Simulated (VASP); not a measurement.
KTaO3:

```
K Ta O
1.0
     3.99013    0.00000    0.00000
     0.00000    3.99013    0.00000
     0.00000    0.00000    3.99013
K Ta O
1 1 3
Cartesian
  1.9951 1.9951 1.9951
  0.0000 0.0000 0.0000
  1.9951 0.0000 0.0000
  0.0000 1.9951 0.0000
  0.0000 0.0000 1.9951
```

Base run:

| Quantity | Value |
| --- | --- |
| Program | VASP 6.6.1 |
| Functional | r2SCAN |
| Potentials or basis | VASP PAW PBE potentials, release 64 (K_sv, Ta_pv, O) |
| Cutoff | 520 eV |
| k mesh | 6 × 6 × 6 |
| Occupations | gaussian, width 0.01 eV |
| Spin | no spin polarisation |

Its results: band gap on the k mesh 2.59 eV, indirect (least direct gap 3.25 eV); pressure 0.9 GPa.

Question: The run is repeated on the same cell with these changes: functional from r2SCAN to PBE. What comes out?

Answer: Band gap on the k mesh 2.17 eV, indirect (least direct gap 2.79 eV); pressure 5.8 GPa.

r2SCAN gives the wider gap, since meta-GGAs in the generalised Kohn-Sham scheme recover part of the derivative discontinuity.

Caveats: spin-orbit coupling is left out, which moves the levels of the heavy elements; the PAW data sets were made with another functional, which shifts forces and pressure a little (some runs).

A k mesh can miss the band edges.
